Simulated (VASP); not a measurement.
**Ir3C: single point with LDA**

System: Ir3C, a slab with vacuum.

```xyz
4
Lattice="2.6947 0.0000 0.0000 -1.3473 2.3336 0.0000 0.0000 0.0000 21.2770" Properties=species:S:1:pos:R:3 pbc="T T T"
Ir    1.3473    0.7779    4.0000
Ir    0.0000    1.5558    6.1385
Ir    0.0000    0.0000    8.2770
C     0.0000    0.0000   10.6070
```

```yaml
Program: VASP 6.6.1
Task: single point
Functional: LDA
Potentials_or_basis: VASP PAW LDA potentials, release 64 (Ir, C)
Cutoff: 520 eV
k_mesh: 12 × 12 × 1
Occupations: gaussian, width 0.1 eV
Spin: collinear spin
Starting_moments: "[0.0, 0.0, 0.0, 2.0] μB"
Dipole_correction: yes
Further_INCAR_settings: ALGO = Normal; EDIFF = 1e-06; NBANDS = 28
```

The largest force is 2.990 eV/Å. The net moment is 0.00 μB per cell and the valence electrons inside the program's atomic spheres are Ir 8.28, 8.54, 8.36; C 1.95.

Forces on the atoms (eV/Å):
```
Ir   0.000  0.000 -0.448
Ir   0.000  0.000  0.109
Ir   0.000  0.000  2.990
C    0.000  0.000 -2.651
```

Levels at points of the mesh, in eV from the Fermi level:
Spin up:
```
           k point  band 12  band 13  band 14  band 15  band 16  band 17  band 18  band 19
(0.00, 0.00, 0.00)    -3.05    -2.13    -1.18    -1.18    -0.41    -0.41    -0.20     0.76
(0.50, 0.00, 0.00)    -0.76    -0.32     0.52     0.94     1.21     1.58     1.69     2.15
```
Spin down:
```tsv
k point	band 11	band 12	band 13	band 14	band 15	band 16	band 17	band 18	band 19	band 20
(0.00, 0.00, 0.00)	-3.05	-3.05	-2.13	-1.18	-1.18	-0.41	-0.41	-0.20	0.76	0.76
(0.50, 0.00, 0.00)	-1.37	-0.76	-0.32	0.52	0.94	1.21	1.58	1.69	2.15	2.85
```

Wall time 2.9 min on 1 thread of Intel(R) Xeon(R) 6975P-C (Granite Rapids) (shared host), peak memory 0.27 GiB.

Caveat: spin-orbit coupling is left out, which moves the levels of the heavy elements.
